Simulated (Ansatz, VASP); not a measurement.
**Al2Cu in VASP and in Ansatz**

```
CELL_PARAMETERS angstrom
-2.99071 2.99071 2.40079
2.99071 -2.99071 2.40079
2.99071 2.99071 -2.40079
ATOMIC_POSITIONS crystal
Al 0.34064 0.15936 0.50000
Al 0.15936 0.65936 0.81872
Al 0.84064 0.34064 0.18128
Al 0.65936 0.84064 0.50000
Cu 0.75000 0.75000 0.00000
Cu 0.25000 0.25000 0.00000
```

Alike in both runs: functional r2SCAN; dispersion rVV10; k mesh 10 × 10 × 10; occupations gaussian, width 0.1 eV; no spin polarisation.

Ansatz relaxed the structure, and its values are those at the end. VASP's run is a single point on that final structure, the one shown.

|  | VASP | Ansatz |
| --- | --- | --- |
| version | VASP 6.6.1 | Ansatz 0.2.0 |
| potentials or method | VASP PAW PBE potentials, release 64 (Al, Cu), cutoff 520 eV | scalar-relativistic, plane waves, PAW |
| valence electrons in the cell | 34 | 50 |

```csv
,VASP,Ansatz,Ansatz less VASP
gap on the k mesh at the Fermi level (eV),none,none,-
pressure (GPa),-0.1,0.0,+0.07
```

VASP's potentials were made for PBE, not for r2SCAN. A gap of «none» marks a metal or a gap that the smearing closes. VASP's potentials hold 34 valence electrons a cell and Ansatz's 50, so a difference there can come from the potentials and not from the codes.
